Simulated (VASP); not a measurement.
# K (P6_3/mmc) in VASP: a series of runs, part 2 of 2

VASP 6.6.1. The steps go on from the part before.

**3. Relaxation of cell and atoms, PBEsol, target pressure 30 GPa, at which the enthalpy is minimised**

This run uses another cell than the first one, of 27.17 Å³/atom.

Input file INCAR:

```
PREC = Accurate
ENCUT = 600
EDIFF = 1E-6
ISMEAR = 0
SIGMA = 0.1
LREAL = F
LASPH = T
NELM = 80
ALGO = Fast
ISIF = 3
LWAVE = F
LCHARG = F
GGA = PS
IBRION = 2
NSW = 70
EDIFFG = -0.008
PSTRESS = 300.0
```

Input file KPOINTS:

```
Automatic mesh
0
Gamma
  12 12 4
```

Input file POSCAR:

```
K
1.0
    3.3604560632      0.0000000000      0.0000000000
   -1.6802280316      2.9102403190      0.0000000000
    0.0000000000      0.0000000000     11.1129133399
K
4
Direct
    0.0000000000      0.0000000000      0.0000000000
    0.3333333333      0.6666666667      0.7500000000
    0.0000000000      0.0000000000      0.5000000000
    0.6666666667      0.3333333333      0.2500000000
```

Potentials or basis: VASP PAW PBE potentials, release 64 (K_sv).

Started as:

```bash
cat potpaw_PBE.64/K_sv/POTCAR > POTCAR
mpirun -np 1 vasp_std > vasp.out
```

OUTCAR:

```text
PREC = Accurate
   ENCUT = 600
   EDIFF = 1E-6
   ISMEAR = 0
   LREAL = F
   LASPH = T
   NELM = 80
   ISIF = 3
   GGA = PS
   IBRION = 2
   NSW = 70
   EDIFFG = -0.008
   PSTRESS = 300.0

 ion  position               nearest neighbor table
   1  0.000  0.000  0.000-   2 3.39   4 3.39   2 3.39   4 3.39   4 3.39   2 3.39
   2  0.333  0.667  0.750-   1 3.39   3 3.39   1 3.39   3 3.39   1 3.39   3 3.39
   3  0.000  0.000  0.500-   2 3.39   4 3.39   2 3.39   4 3.39   4 3.39   2 3.39
   4  0.667  0.333  0.250-   1 3.39   3 3.39   1 3.39   3 3.39   1 3.39   3 3.39

  LATTYP: Found a hexagonal cell.
 ALAT       =     3.3604560632
 C/A-ratio  =     3.3069658198

  Lattice vectors:

 A1 = (   3.3604560632,   0.0000000000,   0.0000000000)
 A2 = (  -1.6802280316,   2.9102403190,   0.0000000000)
 A3 = (   0.0000000000,   0.0000000000,  11.1129133399)

Analysis of symmetry for initial positions (statically):
=====================================================================
 Subroutine PRICEL returns:
 Original cell was already a primitive cell.

 Routine SETGRP: Setting up the symmetry group for a
 hexagonal supercell.

 Subroutine GETGRP returns: Found 24 space group operations
 (whereof 12 operations were pure point group operations)
 out of a pool of 24 trial point group operations.

The static configuration has the point symmetry D_3d.
 The point group associated with its full space group is D_6h.

Analysis of symmetry for dynamics (positions and initial velocities):
=====================================================================
 Subroutine PRICEL returns:
 Original cell was already a primitive cell.

 Routine SETGRP: Setting up the symmetry group for a
 hexagonal supercell.

 Subroutine GETGRP returns: Found 24 space group operations
 (whereof 12 operations were pure point group operations)
 out of a pool of 24 trial point group operations.

The dynamic configuration has the point symmetry D_3d.
 The point group associated with its full space group is D_6h.

 Subroutine INISYM returns: Found 24 space group operations
 (whereof 12 operations are pure point group operations),
 and found     1 'primitive' translations

----------------------------------------------------------------------------------------

                                     Primitive cell

  volume of cell :     108.6813

  direct lattice vectors                    reciprocal lattice vectors
     3.360456063  0.000000000  0.000000000     0.297578656  0.171807117  0.000000000
    -1.680228032  2.910240319  0.000000000     0.000000000  0.343614235  0.000000000
     0.000000000  0.000000000 11.112913340     0.000000000  0.000000000  0.089985404

  length of vectors
     3.360456063  3.360456063 11.112913340     0.343614235  0.343614235  0.089985404

  position of ions in fractional coordinates (direct lattice)
     0.000000000  0.000000000  0.000000000
     0.333333333  0.666666667  0.750000000
     0.000000000  0.000000000  0.500000000
     0.666666667  0.333333333  0.250000000

  ion indices of the primitive-cell ions
   primitive index   ion index
                 1           1
                 2           2
                 3           3
                 4           4

----------------------------------------------------------------------------------------

 KPOINTS: Automatic mesh

Automatic generation of k-mesh.
 Grid dimensions read from file:
 generate k-points for:   12   12    4

 Generating k-lattice:

  Cartesian coordinates                     Fractional coordinates (reciprocal lattice)
     0.024798221  0.014317260  0.000000000     0.083333333  0.000000000  0.000000000
     0.000000000  0.028634520  0.000000000     0.000000000  0.083333333  0.000000000
     0.000000000  0.000000000  0.022496351     0.000000000  0.000000000  0.250000000

  Length of vectors
     0.028634520  0.028634520  0.022496351

  Shift w.r.t. Gamma in fractional coordinates (k-lattice)
     0.000000000  0.000000000  0.000000000

 Subroutine IBZKPT returns following result:
 ===========================================

 Found     57 irreducible k-points:

 Following reciprocal coordinates:
            Coordinates               Weight
  0.000000  0.000000  0.000000      1.000000
  0.083333 -0.000000  0.000000      6.000000
  0.166667  0.000000  0.000000      6.000000
  0.250000  0.000000  0.000000      6.000000
  0.333333  0.000000  0.000000      6.000000
  0.416667  0.000000  0.000000      6.000000
[... 16 lines left out ...]
  0.250000  0.000000  0.250000     12.000000
  0.333333  0.000000  0.250000     12.000000
 [... further k-points ...]
   k-points           NKPTS =     57   k-points in BZ     NKDIM =     57   number of bands    NBANDS=     22
   number of dos      NEDOS =    301   number of ions     NIONS =      4
   total plane-waves  NPLWV =  70560
   dimension x,y,z NGX =    28 NGY =   28 NGZ =   90
   dimension x,y,z NGXF=    56 NGYF=   56 NGZF=  180
   ions per type =               4
   NGX,Y,Z   is equivalent  to a cutoff of  13.85, 13.85, 13.46 a.u.
   NGXF,Y,Z  is equivalent  to a cutoff of  27.70, 27.70, 26.93 a.u.
 SYSTEM =  unknown system
   PREC   = accura    normal or accurate (medium, high low for compatibility)
   ISTART =      0    job   : 0-new  1-cont  2-samecut
   ICHARG =      2    charge: 1-file 2-atom 10-const
   ISPIN  =      1    spin polarized calculation?
   LNONCOLLINEAR =      F non collinear calculations
   LSORBIT =      F    spin-orbit coupling
   LASPH  =      T    aspherical Exc in radial PAW
   ENCUT  =  600.0 eV  44.10 Ry    6.64 a.u.   6.71  6.71 22.20*2*pi/ulx,y,z
   NELM   =     80;   NELMIN=  2; NELMDL= -5     # of ELM steps
   EDIFF  = 0.1E-05   stopping-criterion for ELM
   LREAL  =      F    real-space projection
   EDIFFG = -.8E-02   stopping-criterion for IOM
   NSW    =     70    number of steps for IOM
   IBRION =      2    ionic relax: 0-MD 1-quasi-New 2-CG
   NFREE  =      1    steps in history (QN), initial steepest desc. (CG)
   ISIF   =      3    stress and relaxation
   ISYM   =      2    0-nonsym 1-usesym 2-fastsym
   POTIM  = 0.5000    time-step for ionic-motion
   TEBEG  =    0.0;   TEEND  =   0.0 temperature during run
   PSTRESS=  300.0 pullay stress
   NELECT =      36.0000    total number of electrons
   NUPDOWN=      -1.0000    fix difference up-down
   EMIN   =  10.00;   EMAX   =-10.00  energy-range for DOS
   EFERMI =   0.00;   METHOD = LEGACY
   ISMEAR =     0;   SIGMA  =   0.10  broadening in eV -4-tet -1-fermi 0-gaus
   EFERMI_NEDOS =   21; number of points for ismear=-14 and -15
   IALGO  =     68    algorithm
   IMIX   =      4    mixing-type and parameters
     AMIX     =   0.40;   BMIX     =  1.00
     AMIX_MAG =   1.60;   BMIX_MAG =  1.00
  volume/ion in A,a.u.               =      27.17       183.35
  Fermi-wavevector in a.u.,A,eV,Ry     =   1.132724  2.140537 17.457132  1.283063
  Thomas-Fermi vector in A             =   2.269425
   LORBIT       =      0    0 simple, 1 ext, 2 COOP (PROOUT), +10 PAW based schemes
   GGA     = PS    functional components
   LHFCALC =     F    Hartree Fock is set to
   AEXX    =    0.0000 exact exchange contribution
   IVDW    =     0    specifies the selected vdW correction
   LEPSILON=     F    determine dielectric tensor
   LRPA    =     F    only Hartree local field effects (RPA)
 conjugate gradient relaxation of ions
 non-spin polarized calculation
 RMM-DIIS sequential band-by-band and
 Gauss-broadening in eV      SIGMA  =   0.10
  energy-cutoff  :      600.00
  volume of cell :      108.68
 maximum number of plane-waves:      3650
 NGX is ok and might be reduce to    28
   NGX = 13   NGY = 13   NGZ = 45

--------------------------------------- Ionic step        1  -------------------------------------------

 number of electron      35.9999999 magnetization

 Free energy of the ion-electron system (eV)
  ---------------------------------------------------
  ext. energy  EPLUGINS =         0.00000000
  ---------------------------------------------------
  free energy    TOTEN  =         0.57186959 eV

  energy without entropy =        0.59073263  energy(sigma->0) =        0.58130111

 E-fermi :   3.5220     XC(G=0):  -8.9268

 val. band max:        3.5115906525   @ k =   0.0833  -0.0000   0.0000
 cond. band min:       3.5376277693   @ k =   0.3333   0.1667   0.2500
 fundamental gap:      0.0260371168
 Fermi energy:         3.5219939203
[... 1324 lines left out ...]
  energy  without entropy=        4.1633584809  energy(sigma->0) =        4.15096593

  enthalpy is  TOTEN    =        19.9924314643 eV   P V=       15.8538580793

[... ionic steps 4 to 8 ...]

--------------------------------------- Ionic step        9  -------------------------------------------

 number of electron      36.0000002 magnetization

------------------------ aborting loop because EDIFF is reached ----------------------------------------
[... 75 lines left out ...]
--------------------------------------- Ionic step       11  -------------------------------------------

 number of electron      36.0000002 magnetization

 Free energy of the ion-electron system (eV)
  ---------------------------------------------------
  ext. energy  EPLUGINS =         0.00000000
  ---------------------------------------------------
  free energy    TOTEN  =         4.06596012 eV

  energy without entropy =        4.09065918  energy(sigma->0) =        4.07830965

 E-fermi :   4.9273     XC(G=0):  -9.9800

 val. band max:        4.9161613307   @ k =   0.3333   0.1667   0.2500
 cond. band min:       4.9341952327   @ k =   0.1667   0.1667   0.0000
 fundamental gap:      0.0180339021
 Fermi energy:         4.9272774725
[... 635 lines left out ...]
  energy  without entropy=        4.0906591838  energy(sigma->0) =        4.07830965

  enthalpy is  TOTEN    =        19.9922721940 eV   P V=       15.9263120711

 reached required accuracy - stopping structural energy minimisation
```

OSZICAR:

```text
N       E                     dE             d eps       ncg     rms          rms(c)
DAV:   1     0.330440682133E+03    0.33044E+03   -0.19012E+04  2508   0.172E+03
DAV:   2     0.224314070562E+02   -0.30801E+03   -0.30298E+03  2968   0.467E+02
DAV:   3     0.198160178190E+01   -0.20450E+02   -0.19356E+02  4092   0.867E+01
[... 115 lines left out ...]
DAV:   1     0.406593483890E+01    0.49890E-02   -0.62230E-04  3060   0.234E-01    0.435E-02
RMM:   2     0.406595746668E+01    0.22628E-04   -0.51604E-05  2740   0.657E-02    0.126E-02
RMM:   3     0.406596182787E+01    0.43612E-05   -0.16371E-05  2735   0.276E-02    0.102E-02
RMM:   4     0.406596053684E+01   -0.12910E-05   -0.55981E-06  2005   0.119E-02    0.894E-04
RMM:   5     0.406596012289E+01   -0.41395E-06   -0.20304E-06  1542   0.749E-03
  11 F= 0.19992272E+02 E0= 0.20004622E+02  d E =-.144988E-04
```

Run time: 13 min. Hardware: 1 thread of Intel Xeon 6975P-C (Granite Rapids), shared host; peak memory 0.37 GiB.

What came out:

```yaml
Free_energy: 4.0660 eV
Relaxed_volume: 21.26 Å³/atom
Relaxed_cell: a = 3.094 Å, b = 3.094 Å, c = 10.257 Å, α = 90.00°, β = 90.00°, γ = 120.00°
Space_group_after_relaxing_to_0.1_Å: P6_3/mmc (No. 194)
Energy_change_on_relaxing_the_run_minimises_the_enthalpy: +873.5 meV/atom
Ionic_steps: 11
Pressure_after_relaxing: 30.0 GPa
Band_gap_on_the_k_mesh: zero (bands 18 and 19 overlap by 1.79 eV)
```

Step by step:
```csv
step,energy change (eV),largest force (eV/Å),pressure (GPa),volume (Å³)
1,0.0000,0.0000,18.09,108.68
2,4.5031,0.0000,32.95,79.92
3,3.5667,0.0000,30.15,84.67
4,3.4839,0.0000,29.91,85.11
5,3.4840,0.0000,29.94,85.11
6,3.4845,0.0000,29.94,85.11
7,3.4847,0.0000,29.93,85.11
8,3.4853,0.0000,29.92,85.10
9,3.4866,0.0000,29.93,85.10
10,3.4891,0.0000,29.93,85.08
11,3.4941,0.0000,29.96,85.06
```

Final structure:
```xyz
4
Lattice="3.0945 0.0000 0.0000 -1.5472 2.6799 0.0000 0.0000 0.0000 10.2567" Properties=species:S:1:pos:R:3 pbc="T T T"
K     0.0000    0.0000    0.0000
K     0.0000    1.7866    7.6925
K     0.0000    0.0000    5.1283
K     1.5472    0.8933    2.5642
```

Caveat: the cell is relaxed towards a set pressure, so the run minimises the enthalpy, not the energy; the volume moved by over 15 % at a fixed basis, so the end points are rough; the PAW data sets were made with another functional, which shifts forces and pressure a little.

**4. Relaxation of cell and atoms, PBEsol, target pressure 8 GPa, at which the enthalpy is minimised**

This run uses another cell than the first one, of 44.52 Å³/atom.

Input file INCAR:

```
SYSTEM = K
PREC     = Accurate       ! precision mode
ENCUT    = 600            ! plane-wave cutoff, eV
EDIFF    = 1E-6           ! SCF threshold, eV
ISMEAR   = 0              ! smearing method
SIGMA    = 0.1            ! smearing width, eV
LREAL    = .FALSE.        ! projectors in reciprocal space
LASPH    = .TRUE.         ! aspherical terms in the spheres
NELM     = 60             ! most SCF steps
ALGO     = Fast           ! electronic algorithm
ISIF     = 3              ! what is computed and relaxed
LWAVE    = .FALSE.        ! write WAVECAR
LCHARG   = .FALSE.        ! write CHGCAR
GGA      = PS             ! functional
IBRION   = 2              ! ionic algorithm
NSW      = 70             ! ionic steps
EDIFFG   = -0.008         ! ionic threshold
PSTRESS  = 80.0
```

Input file KPOINTS:

```
Automatic mesh
0
G
  12 12 4
  0 0 0
```

Input file POSCAR:

```
K
1.0
    3.9851638534      0.0000000000      0.0000000000
   -1.9925819267      3.4512531353      0.0000000000
    0.0000000000      0.0000000000     12.9475495431
K
4
Direct
    0.0000000000      0.0000000000      0.0000000000
    0.3333333333      0.6666666667      0.7500000000
    0.0000000000      0.0000000000      0.5000000000
    0.6666666667      0.3333333333      0.2500000000
```

Started as:

```bash
cat potpaw_PBE.64/K_sv/POTCAR > POTCAR
mpirun -np 1 vasp_std > vasp.out
```

Wall time 16 min (1 thread of Intel Xeon 6975P-C (Granite Rapids), shared host); peak memory 0.47 GiB.

The run converged. Its results:

```yaml
Free_energy: -2.5025 eV
Relaxed_volume: 37.05 Å³/atom
Relaxed_cell: a = 3.749 Å, b = 3.749 Å, c = 12.178 Å, α = 90.00°, β = 90.00°, γ = 120.00°
Space_group_after_relaxing_to_0.1_Å: P6_3/mmc (No. 194)
Energy_change_on_relaxing_the_run_minimises_the_enthalpy: +273.3 meV/atom
Ionic_steps: 6
Pressure_after_relaxing: 8.0 GPa
Band_gap_on_the_k_mesh: zero (bands 18 and 19 overlap by 2.92 eV)
```

The path:
| step | energy change (eV) | largest force (eV/Å) | pressure (GPa) | volume (Å³) |
| --- | --- | --- | --- | --- |
| 1 | 0.0000 | 0.0000 | 4.13 | 178.08 |
| 2 | 0.9210 | 0.0000 | 7.40 | 151.80 |
| 3 | 1.0777 | 0.0000 | 7.94 | 148.52 |
| 4 | 1.1054 | 0.0000 | 8.07 | 147.97 |
| 5 | 1.0871 | 0.0000 | 7.96 | 148.33 |
| 6 | 1.0931 | 0.0000 | 8.00 | 148.22 |

Final structure:
```
K
1.0
     3.74882    0.00000    0.00000
    -1.87441    3.24657    0.00000
     0.00000    0.00000   12.17798
K
4
Direct
  0.00000 0.00000 0.00000
  0.33333 0.66667 0.75000
  0.00000 0.00000 0.50000
  0.66667 0.33333 0.25000
```

Levels at points of the mesh, in eV from the Fermi level:
| k point | band 14 | band 15 | band 16 | band 17 | band 18 | band 19 | band 20 | band 21 | band 22 |
| --- | --- | --- | --- | --- | --- | --- | --- | --- | --- |
| (0.00, 0.00, 0.00) | -15.29 | -15.29 | -15.29 | -3.24 | -1.97 | -1.97 | 0.06 | 1.26 | 2.96 |
| (0.50, 0.00, 0.00) | -15.43 | -15.38 | -15.36 | 0.06 | 0.16 | 0.32 | 0.34 | 1.16 | 1.63 |
| (0.00, 0.00, 0.50) | -15.30 | -15.30 | -15.30 | -2.90 | -2.90 | -0.77 | -0.77 | 1.93 | 1.93 |
| (0.50, 0.00, 0.50) | -15.42 | -15.38 | -15.38 | 0.15 | 0.15 | 0.29 | 0.29 | 1.29 | 1.29 |

Caveat: the cell is relaxed towards a set pressure, so the run minimises the enthalpy, not the energy; the volume moved by over 15 % at a fixed basis, so the end points are rough; the PAW data sets were made with another functional, which shifts forces and pressure a little.

**5. Overview**

```csv
task,cell,cutoff (eV),gap on the mesh (eV),pressure (GPa)
single point,"a = 4.658, b = 4.658, c = 15.148 Å, angles 90.0, 90.0, 120.0°, 4 atoms",520,none,0.0
relaxation of cell and atoms,"relaxed to 30 GPa from a = 3.360, b = 3.360, c = 11.113 Å, angles 90.0, 90.0, 120.0°, 4 atoms",600,none,30.0
relaxation of cell and atoms,"relaxed to 8 GPa from a = 3.985, b = 3.985, c = 12.948 Å, angles 90.0, 90.0, 120.0°, 4 atoms",600,none,8.0
```

Alike in all rows: level PBEsol; potentials or basis VASP PAW PBE potentials, release 64 (K_sv); no spin polarisation; k mesh 12 × 12 × 4; smearing gaussian 0.1 eV.

Caveats: the PAW data sets were made with another functional, which shifts forces and pressure a little; the cell is relaxed towards a set pressure, so the run minimises the enthalpy, not the energy (at least some runs); the volume moved by over 15 % at a fixed basis, so the end points are rough (at least some runs).

Total energies depend on the potentials used, so only differences within one code and one set of settings carry meaning.

The gap in the log of VASP goes by the Fermi energy; the results here count the filled bands.